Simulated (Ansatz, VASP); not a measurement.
## CaS: VASP beside Ansatz

```
Ca S
1.0
     0.00000    2.76700    2.76700
     2.76700    0.00000    2.76700
     2.76700    2.76700    0.00000
Ca S
1 1
Direct
  0.00000 0.00000 0.00000
  0.50000 0.50000 0.50000
```

Alike in both runs: task single point; functional PBEsol; k mesh 8 × 8 × 8; occupations gaussian, width 0.02 eV; no spin polarisation.

```csv
,VASP,Ansatz
version,VASP 6.6.1,Ansatz 0.2.0
potentials or method,"VASP PAW PBE potentials, release 64 (Ca_sv, S), cutoff 500 eV","scalar-relativistic, plane waves, PAW"
valence electrons in the cell,16,16
```

```csv
,VASP,Ansatz,Ansatz less VASP
gap on the k mesh at the Fermi level (eV),2.00,2.01,+0.007
least direct gap on the mesh (eV),2.88,2.89,+0.006
pressure (GPa),3.9,3.7,-0.24
```

VASP's potentials were made for PBE, not for PBEsol.
